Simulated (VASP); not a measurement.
# Ga2O3 (P-1) in VASP: notebook

Runs on Ga2O3. Level: r2SCAN. Tasks: single point.

Everything below comes from runs of VASP 6.6.1. Logs are shortened: lines on timing, memory, paths and dates and some standing lists are left out, and cuts for length are marked.

### 1 The cell of the first run

The typed cell holds 20 atoms: a = 5.808 Å, b = 3.039 Å, c = 12.041 Å, α = 92.89°, β = 98.22°, γ = 90.00°.

### 2 Single point, r2SCAN (the part above a cut slid along it)

POSCAR reads:

```
Ga2O3
1.0
    1.3883852660      0.0000000000     -5.6399772456
    0.0000000000      3.0390611527      0.0000000000
   11.1449749386     -0.6078122305      4.5170469122
Ga O
8 12
Direct
    0.1276279407      0.1681041948      0.8405209738
    0.7276279407      0.5681041948      0.3405209738
    0.5723720593      0.1318958052      0.6594790262
    0.1723720593      0.5318958052      0.1594790262
    0.2625056426      0.0817455750      0.4087278752
    0.6625056426      0.6817455750      0.9087278752
    0.6374943574      0.0182544250      0.0912721248
    0.0374943574      0.6182544250      0.5912721248
   -0.1277862680      0.1828428662      0.9142143310
    0.4722137320      0.5828428662      0.4142143310
    0.8277862680      0.1171571338      0.5857856690
    0.4277862680      0.5171571338      0.0857856690
    0.4251487718      0.1846683997      0.9233419983
    0.0251487718      0.5846683997      0.4233419983
    0.2748512282      0.1153316003      0.5766580017
    0.8748512282      0.5153316003      0.0766580017
    0.1907907533      0.0492570286      0.2462851429
    0.5907907533      0.6492570286      0.7462851429
    0.7092092467      0.0507429714      0.2537148571
    0.1092092467      0.6507429714      0.7537148571
```

INCAR.step1 reads:

```
SYSTEM = Ga2O3
PREC = Accurate ; ENCUT = 520
ISMEAR = 0 ; SIGMA = 0.05
LREAL = Auto ; LASPH = .True.
NELM = 80 ; NBANDS = 104
GGA = PE ; ALGO = Normal
EDIFF = 1E-4 ; LWAVE = .True.
LCHARG = .False.
```

INCAR.step2 reads:

```
SYSTEM = Ga2O3
PREC = Accurate ; ENCUT = 520
EDIFF = 1E-6 ; ISMEAR = 0
SIGMA = 0.05 ; LREAL = Auto
LASPH = .True. ; NELM = 80
ALGO = Normal ; ISIF = 2
LWAVE = .False. ; LCHARG = .False.
METAGGA = R2SCAN ; LMIXTAU = .True.
NBANDS = 104 ; ISTART = 1
```

KPOINTS reads:

```
Automatic mesh
0
Gamma
  4 7 2
  0 0 0
```

Potentials or basis: VASP PAW PBE potentials, release 64 (Ga_d, O).

Started as:

```sh
$ cat potpaw_PBE.64/Ga_d/POTCAR potpaw_PBE.64/O/POTCAR > POTCAR
$ cp INCAR.step1 INCAR
$ mpirun -np 1 vasp_std > vasp.out
$ cp INCAR.step2 INCAR
$ mpirun -np 1 vasp_std > vasp.out
```

OUTCAR:

```text
SYSTEM = Ga2O3
   PREC = Accurate
   ENCUT = 520
   EDIFF = 1E-6
   ISMEAR = 0
   LREAL = Auto
   LASPH = .True.
   NELM = 80
   ISIF = 2
   METAGGA = R2SCAN
   ISTART = 1

 ion  position               nearest neighbor table
   1  0.128  0.168  0.841-   9 1.83  20 1.84  20 1.84  13 1.87
   2  0.728  0.568  0.341-  10 1.83  19 1.84  19 1.84  14 1.87
   3  0.572  0.132  0.659-  11 1.83  18 1.84  18 1.84  15 1.87
   4  0.172  0.532  0.159-  12 1.83  17 1.84  17 1.84  16 1.87
   5  0.263  0.082  0.409-  17 1.94  10 1.94  10 1.94  15 2.01  14 2.08  14 2.08
   6  0.663  0.682  0.909-  18 1.94   9 1.94   9 1.94  13 2.08  13 2.08  16 2.29   7 2.40
   7  0.637  0.018  0.091-  19 1.94  12 1.94  12 1.94  16 2.08  16 2.08  13 2.29   6 2.40
   8  0.037  0.618  0.591-  20 1.94  11 1.94  11 1.94  14 2.01  15 2.08  15 2.08
   9  0.872  0.183  0.914-   1 1.83   6 1.94   6 1.94
  10  0.472  0.583  0.414-   2 1.83   5 1.94   5 1.94
  11  0.828  0.117  0.586-   3 1.83   8 1.94   8 1.94
  12  0.428  0.517  0.086-   4 1.83   7 1.94   7 1.94
  13  0.425  0.185  0.923-   1 1.87   6 2.08   6 2.08   7 2.29
  14  0.025  0.585  0.423-   2 1.87   8 2.01   5 2.08   5 2.08
  15  0.275  0.115  0.577-   3 1.87   5 2.01   8 2.08   8 2.08
  16  0.875  0.515  0.077-   4 1.87   7 2.08   7 2.08   6 2.29
  17  0.191  0.049  0.246-   4 1.84   4 1.84   5 1.94
  18  0.591  0.649  0.746-   3 1.84   3 1.84   6 1.94
  19  0.709  0.051  0.254-   2 1.84   2 1.84   7 1.94
  20  0.109  0.651  0.754-   1 1.84   1 1.84   8 1.94

  LATTYP: Found a triclinic cell.
 ALAT       =     3.0390611527
 B/A-ratio  =     2.1570372147
 C/A-ratio  =     4.1349540900
 COS(alpha) =     0.0131170757
 COS(beta)  =     0.2902087844
 COS(gamma) =     0.4635988629

  Lattice vectors:

 A1 = (   0.0000000000,  -3.0390611527,   0.0000000000)
 A2 = (   1.3883852660,  -3.0390611527,  -5.6399772456)
 A3 = (  11.1449749386,  -3.6468733832,   4.5170469122)

Analysis of symmetry for initial positions (statically):
=====================================================================
 Subroutine PRICEL returns:
 Original cell was already a primitive cell.

 Routine SETGRP: Setting up the symmetry group for a
 triclinic supercell.

 Subroutine GETGRP returns: Found  2 space group operations
 (whereof  1 operations were pure point group operations)
 out of a pool of  2 trial point group operations.

The static configuration has the point symmetry C_1 .
 The point group associated with its full space group is S_2 .

Analysis of symmetry for dynamics (positions and initial velocities):
=====================================================================
 Subroutine PRICEL returns:
 Original cell was already a primitive cell.

 Routine SETGRP: Setting up the symmetry group for a
 triclinic supercell.

 Subroutine GETGRP returns: Found  2 space group operations
 (whereof  1 operations were pure point group operations)
 out of a pool of  2 trial point group operations.

The dynamic configuration has the point symmetry C_1 .
 The point group associated with its full space group is S_2 .

 Subroutine INISYM returns: Found  2 space group operations
 (whereof  1 operations are pure point group operations),
 and found     1 'primitive' translations

----------------------------------------------------------------------------------------

                                     Primitive cell

  volume of cell :     210.0867

  direct lattice vectors                    reciprocal lattice vectors
     1.388385266  0.000000000 -5.639977246     0.065342469  0.000000000 -0.161220416
     0.000000000  3.039061153  0.000000000     0.016317300  0.329048989  0.004016807
    11.144974939 -0.607812230  4.517046912     0.081586498  0.000000000  0.020084034

  length of vectors
     5.808352346  3.039061153 12.040914205     0.173958791  0.329477808  0.084022170

  position of ions in fractional coordinates (direct lattice)
     0.127627941  0.168104195  0.840520974
     0.727627941  0.568104195  0.340520974
     0.572372059  0.131895805  0.659479026
[... 51 lines left out ...]
   METAGGA = R2SCAN    functional components
   LHFCALC =     F    Hartree Fock is set to
   AEXX    =    0.0000 exact exchange contribution
   IVDW    =     0    specifies the selected vdW correction
   LEPSILON=     F    determine dielectric tensor
   LRPA    =     F    only Hartree local field effects (RPA)
 non-spin polarized calculation
 Gauss-broadening in eV      SIGMA  =   0.05
  energy-cutoff  :      520.00
  volume of cell :      210.09
 maximum number of plane-waves:      5694
 NGX is ok and might be reduce to    48
   NGX = 21   NGY = 11   NGZ = 45

 number of electron     176.0000028 magnetization

 Free energy of the ion-electron system (eV)
  ---------------------------------------------------
  ext. energy  EPLUGINS =         0.00000000
  ---------------------------------------------------
  free energy    TOTEN  =      -200.68910085 eV

  energy without entropy =     -200.68910085  energy(sigma->0) =     -200.68910085

 E-fermi :   4.5607     XC(G=0): -12.5099

 val. band max:        4.3271861834   @ k =   0.5000   0.0000   0.5000
 cond. band min:       5.4989635265   @ k =   0.0000   0.0000   0.0000
 fundamental gap:      1.1717773432
 Fermi energy:         4.5607362554

 k-point     1 :       0.0000    0.0000    0.0000
  band No.  band energies     occupation
      1     -16.4058      2.00000
      2     -16.0626      2.00000
      3     -15.8555      2.00000
      4     -15.2360      2.00000
      5     -15.2210      2.00000
      6     -15.1723      2.00000
[... 92 lines left out ...]
     99      12.5320      0.00000
    100      12.5933      0.00000

 k-point     2 :       0.2500    0.0000   -0.0000
  band No.  band energies     occupation
      1     -16.3053      2.00000
      2     -16.0208      2.00000
      3     -15.7692      2.00000
      4     -15.4034      2.00000
      5     -15.3125      2.00000
      6     -15.2308      2.00000
[... 2255 lines left out ...]
     99      13.3700      0.00000
    100      13.4410      0.00000

 k-point    24 :       0.2500    0.2857    0.5000
  band No.  band energies     occupation
      1     -15.7753      2.00000
      2     -15.6632      2.00000
      3     -15.3080      2.00000
      4     -15.2465      2.00000
      5     -15.0891      2.00000
      6     -15.0813      2.00000
[... 92 lines left out ...]
     99      13.3040      0.00000
    100      13.5358      0.00000

 [... further k-points ...]

 [bands above 100 left out]

------------------------ aborting loop because EDIFF is reached ----------------------------------------

  FORCE on cell =-STRESS in cart. coord.  units (eV):
  Direction    XX          YY          ZZ          XY          YZ          ZX
  --------------------------------------------------------------------------------------
  -------------------------------------------------------------------------------------
  Total       14.4395263      3.4377982     -0.3323054      9.2359873      3.1099551     11.1126403
  in kB      110.1197029     26.2175714     -2.5342499     70.4361183     23.7173523     84.7479777
  external PRESSURE =      44.6010082 kB  Pullay stress =       0.0000000 kB

 VOLUME and BASIS-vectors are now :
 -----------------------------------------------------------------------------
  energy-cutoff  :      520.00
  volume of cell :      210.09
      direct lattice vectors                 reciprocal lattice vectors
     1.388385266  0.000000000 -5.639977246     0.065342469  0.000000000 -0.161220416
     0.000000000  3.039061153  0.000000000     0.016317300  0.329048989  0.004016807
    11.144974939 -0.607812230  4.517046912     0.081586498  0.000000000  0.020084034

 POSITION                                       TOTAL-FORCE (eV/Angst)
 -----------------------------------------------------------------------------------
      9.54478      0.00000      3.07685        -0.145023     -0.124547     -0.326889
      4.80533      1.51953     -2.56566        -0.072418     -0.000220     -0.057637
      8.14455     -0.00000     -0.24927         0.072418      0.000220      0.057637
      2.01671      1.51953     -0.25180         0.145023      0.124547      0.326889
      4.91972     -0.00000      0.36572         0.078805      0.007822      0.054571
     11.04756      1.51953      0.36825        -3.134112     -1.001525     -1.013501
[... 12 lines left out ...]
      3.81230     -0.00000     -2.85388        -0.003391      0.065305      0.076085
      8.55176      1.51953      2.78863         0.043641     -0.100327      0.011573
 -----------------------------------------------------------------------------------
    total drift:                               -0.000343      0.000433      0.000315

  FREE ENERGIE OF THE ION-ELECTRON SYSTEM (eV)
  ---------------------------------------------------
  free  energy   TOTEN  =      -200.6891008487 eV

  energy  without entropy=     -200.6891008487  energy(sigma->0) =     -200.68910085
```

Run time: 82 min. Hardware: 1 thread of Oxide Virtual Turin-like, shared host; peak memory 0.56 GiB.

Results:

* Free energy: -200.6891 eV
* Pressure: 4.5 GPa
* Largest force: 3.443 eV/Å
* Band gap on the k mesh: 1.17 eV (least direct gap 1.22 eV)

Forces on the atoms (eV/Å):
```
Ga  -0.145 -0.125 -0.327
Ga  -0.072  0.000 -0.058
Ga   0.072  0.000  0.058
Ga   0.145  0.125  0.327
Ga   0.079  0.008  0.055
Ga  -3.134 -1.002 -1.014
Ga   3.134  1.002  1.014
Ga  -0.079 -0.008 -0.055
O   -2.353 -1.463 -0.762
O    0.057  0.006  0.073
O   -0.057 -0.006 -0.073
O    2.353  1.463  0.762
O   -1.364 -1.591 -2.567
O    0.032  0.004 -0.081
O   -0.032 -0.004  0.081
O    1.364  1.591  2.567
O   -0.044  0.100 -0.012
O    0.003 -0.065 -0.076
O   -0.003  0.065  0.076
O    0.044 -0.100  0.012
```

Caveat: the cell differs from its parent crystal (the part above a cut slid along it); the stress differs along the axes, from -0 to 11 GPa; the PAW data sets were made with another functional, which shifts forces and pressure a little.

### 3 Single point, r2SCAN (the part above a cut slid along it)

POSCAR reads:

```
Ga2O3
1.0
    1.3883852660      0.0000000000     -5.6399772456
    0.0000000000      3.0390611527      0.0000000000
   11.0061364120     -0.3039061153      5.0810446367
Ga O
8 12
Direct
    0.2116800381      0.0840520974      0.8405209738
    0.7616800381      0.5340520974      0.3405209738
    0.6383199619      0.0659479026      0.6594790262
    0.1883199619      0.5159479026      0.1594790262
    0.3033784301      0.0408727875      0.4087278752
    0.7533784301      0.5908727875      0.9087278752
    0.6466215699      0.0091272125      0.0912721248
    0.0966215699      0.5591272125      0.5912721248
   -0.0363648349      0.0914214331      0.9142143310
    0.5136351651      0.5414214331      0.4142143310
    0.8863648349      0.0585785669      0.5857856690
    0.4363648349      0.5085785669      0.0857856690
    0.5174829717      0.0923341998      0.9233419983
    0.0674829717      0.5423341998      0.4233419983
    0.3325170283      0.0576658002      0.5766580017
    0.8825170283      0.5076658002      0.0766580017
    0.2154192676      0.0246285143      0.2462851429
    0.6654192676      0.5746285143      0.7462851429
    0.7345807324      0.0253714857      0.2537148571
    0.1845807324      0.5753714857      0.7537148571
```

INCAR.step1 reads:

```
SYSTEM = Ga2O3
PREC = Accurate
ENCUT = 520
ISMEAR = 0
SIGMA = 0.05
LREAL = Auto
LASPH = .TRUE.
NELM = 60
NBANDS = 104
GGA = PE
ALGO = Normal
EDIFF = 1E-4
LWAVE = .TRUE.
LCHARG = .FALSE.
```

INCAR.step2 reads:

```
SYSTEM = Ga2O3
PREC = Accurate
ENCUT = 520
EDIFF = 1E-7
ISMEAR = 0
SIGMA = 0.05
LREAL = Auto
LASPH = .TRUE.
NELM = 60
ALGO = Normal
ISIF = 2
LWAVE = .FALSE.
LCHARG = .TRUE.
METAGGA = R2SCAN
LMIXTAU = .TRUE.
LELF = .TRUE.
LVHAR = .TRUE.
NBANDS = 104
ISTART = 1
```

KPOINTS reads:

```
Automatic mesh
0
G
  4 7 2
  0 0 0
```

Potentials or basis: VASP PAW PBE potentials, release 64 (Ga_d, O).

Started as:

```sh
$ cat potpaw_PBE.64/Ga_d/POTCAR potpaw_PBE.64/O/POTCAR > POTCAR
$ cp INCAR.step1 INCAR
$ mpirun -np 1 vasp_std > vasp.out
$ cp INCAR.step2 INCAR
$ mpirun -np 1 vasp_std > vasp.out
```

Run time: 1.5 h. Hardware: 1 thread of Oxide Virtual Turin-like, shared host; peak memory 0.56 GiB.

Results (log left out):

```
Free energy            : -203.6644 eV
Pressure               : 2.6 GPa
Largest force          : 1.996 eV/Å
Band gap on the k mesh : 2.62 eV (least direct gap 2.82 eV)
```

Forces on the atoms (eV/Å):
```
Ga   0.064 -0.041  0.144
Ga  -0.035  0.000 -0.023
Ga   0.035  0.000  0.023
Ga  -0.064  0.041 -0.144
Ga   0.034 -0.001  0.059
Ga  -0.923 -0.427 -1.000
Ga   0.923  0.427  1.000
Ga  -0.034  0.001 -0.059
O   -0.656 -0.551 -0.701
O    0.055  0.003  0.053
O   -0.055 -0.003 -0.053
O    0.656  0.551  0.701
O    0.320 -0.817 -1.793
O    0.033  0.002 -0.067
O   -0.033 -0.002  0.067
O   -0.320  0.817  1.793
O   -0.017  0.051  0.097
O    0.010 -0.033  0.004
O   -0.010  0.033 -0.004
O    0.017 -0.051 -0.097
```

Stress tensor (GPa, compression positive):
```
2.41 3.01 5.29
3.01 2.56 1.43
5.29 1.43 2.80
```

Levels at points of the mesh, in eV from the valence-band top:
| k point | band 84 | band 85 | band 86 | band 87 | band 88 | band 89 | band 90 | band 91 | band 92 | band 93 |
| --- | --- | --- | --- | --- | --- | --- | --- | --- | --- | --- |
| (0.00, 0.00, 0.00) | -0.73 | -0.38 | -0.34 | -0.21 | -0.21 | 2.62 | 4.89 | 4.92 | 6.21 | 6.33 |
| (0.50, 0.00, 0.00) | -0.72 | -0.65 | -0.48 | -0.28 | -0.03 | 5.00 | 5.20 | 5.56 | 5.73 | 6.51 |
| (0.00, 0.00, 0.50) | -0.74 | -0.71 | -0.34 | -0.31 | -0.21 | 3.28 | 3.63 | 5.85 | 5.99 | 6.64 |
| (0.50, 0.00, 0.50) | -0.77 | -0.66 | -0.42 | -0.39 | 0.00 | 4.93 | 5.31 | 5.64 | 5.69 | 6.24 |

Caveat: the cell differs from its parent crystal (the part above a cut slid along it); the PAW data sets were made with another functional, which shifts forces and pressure a little.

### 4 Single point, r2SCAN (the part above a cut slid along it)

POSCAR reads:

```
Ga2O3
1.0
    1.3883852660      0.0000000000     -5.6399772456
    0.0000000000      3.0390611527      0.0000000000
   11.7003290450     -1.8234366916      2.2610560139
Ga O
8 12
Direct
   -0.2085804488      0.5043125843      0.8405209738
    0.5914195512      0.7043125843      0.3405209738
    0.3085804488      0.3956874157      0.6594790262
    0.1085804488      0.5956874157      0.1594790262
    0.0990144925      0.2452367251      0.4087278752
    0.2990144925      1.0452367251      0.9087278752
    0.6009855075      0.0547632749      0.0912721248
   -0.1990144925      0.8547632749      0.5912721248
   -0.4934720004      0.5485285986      0.9142143310
    0.3065279996      0.7485285986      0.4142143310
    0.5934720004      0.3514714014      0.5857856690
    0.3934720004      0.5514714014      0.0857856690
    0.0558119725      0.5540051990      0.9233419983
   -0.1441880275      0.7540051990      0.4233419983
    0.0441880275      0.3459948010      0.5766580017
    0.8441880275      0.5459948010      0.0766580017
    0.0922766962      0.1477710857      0.2462851429
    0.2922766962      0.9477710857      0.7462851429
    0.6077233038      0.1522289143      0.2537148571
   -0.1922766962      0.9522289143      0.7537148571
```

INCAR.step1 reads:

```
PREC = Accurate
ENCUT = 520
ISMEAR = 0
SIGMA = 0.05
LREAL = Auto
LASPH = True
NELM = 100
NBANDS = 104
GGA = PE
ALGO = Normal
EDIFF = 1E-4
LWAVE = True
LCHARG = False
```

INCAR.step2 reads:

```
PREC = Accurate
ENCUT = 520
EDIFF = 1E-7
ISMEAR = 0
SIGMA = 0.05
LREAL = Auto
LASPH = True
NELM = 100
ALGO = Normal
ISIF = 2
LWAVE = False
LCHARG = True
METAGGA = R2SCAN
LMIXTAU = True
LELF = True
LVHAR = True
NBANDS = 104
ISTART = 1
```

KPOINTS reads:

```
regular mesh
0
Gamma
  4 7 2
```

Started as:

```sh
$ cat potpaw_PBE.64/Ga_d/POTCAR potpaw_PBE.64/O/POTCAR > POTCAR
$ cp INCAR.step1 INCAR
$ mpirun -np 1 vasp_std > vasp.out
$ cp INCAR.step2 INCAR
$ mpirun -np 1 vasp_std > vasp.out
```

Run time: 1.6 h. Hardware: 1 thread of Oxide Virtual Turin-like, shared host; peak memory 0.56 GiB.

Results (log left out):

```
Free energy            : -200.9538 eV
Pressure               : 3.3 GPa
Largest force          : 3.654 eV/Å
Band gap on the k mesh : 0.56 eV (least direct gap 0.70 eV)
```

Forces in eV/Å, atoms in the order of the input:
```
Ga   0.007 -0.029 -1.624
Ga  -0.038  0.009 -0.091
Ga   0.038 -0.009  0.091
Ga  -0.007  0.029  1.624
Ga   0.057 -0.019  0.042
Ga  -2.513  0.238  2.369
Ga   2.513 -0.238 -2.369
Ga  -0.057  0.019 -0.042
O   -1.798  1.110 -1.683
O    0.065 -0.001  0.074
O   -0.065  0.001 -0.074
O    1.798 -1.110  1.683
O   -1.316  0.605 -3.355
O    0.019 -0.004 -0.073
O   -0.019  0.004  0.073
O    1.316 -0.605  3.355
O    0.064 -0.040 -0.224
O    0.085  0.047 -0.262
O   -0.085 -0.047  0.262
O   -0.064  0.040  0.224
```

Stress tensor (GPa, compression positive):
```
 8.95 -3.15  7.68
-3.15 -3.44 -1.05
 7.68 -1.05  4.41
```

Levels at points of the mesh, in eV from the valence-band top:
```tsv
k point	band 86	band 87	band 88	band 89	band 90	band 91
(0.00, 0.00, 0.00)	-1.38	-1.34	-0.14	0.56	3.07	3.55
(0.50, 0.00, 0.00)	-1.31	-1.22	-0.06	2.05	3.43	4.60
(0.00, 0.00, 0.50)	-1.39	-1.34	-0.24	0.88	2.51	4.42
(0.50, 0.00, 0.50)	-1.35	-1.29	-0.06	2.05	3.48	4.33
```

Caveat: the cell differs from its parent crystal (the part above a cut slid along it); the stress differs along the axes, from -3 to 9 GPa; semilocal functionals underestimate gaps, and a narrow one can read as zero; the PAW data sets were made with another functional, which shifts forces and pressure a little. A k mesh can miss the band edges.

### 5 The runs side by side

| cell | gap on the mesh (eV) | pressure (GPa) | largest force (eV/Å) |
| --- | --- | --- | --- |
| a = 5.808, b = 3.039, c = 12.041 Å, angles 92.9, 98.2, 90.0°, 20 atoms | 1.17 | 4.5 | 3.44 |
| a = 5.808, b = 3.039, c = 12.126 Å, angles 91.4, 100.9, 90.0°, 20 atoms | 2.62 | 2.6 | 2.00 |
| a = 5.808, b = 3.039, c = 12.055 Å, angles 98.7, 87.1, 90.0°, 20 atoms | 0.56 | 3.3 | 3.65 |

Alike in all rows: task single point; level r2SCAN; potentials or basis VASP PAW PBE potentials, release 64 (Ga_d, O); no spin polarisation; k mesh 4 × 7 × 2; cutoff (eV) 520; smearing gaussian 0.05 eV.

Caveats: the PAW data sets were made with another functional, which shifts forces and pressure a little; the stress differs along the axes, from -0 to 11 GPa (at least some runs); the stress differs along the axes, from -3 to 9 GPa (at least some runs); semilocal functionals underestimate gaps, and a narrow one can read as zero (at least some runs).

Absolute energies hang on the potentials; compare differences alone.
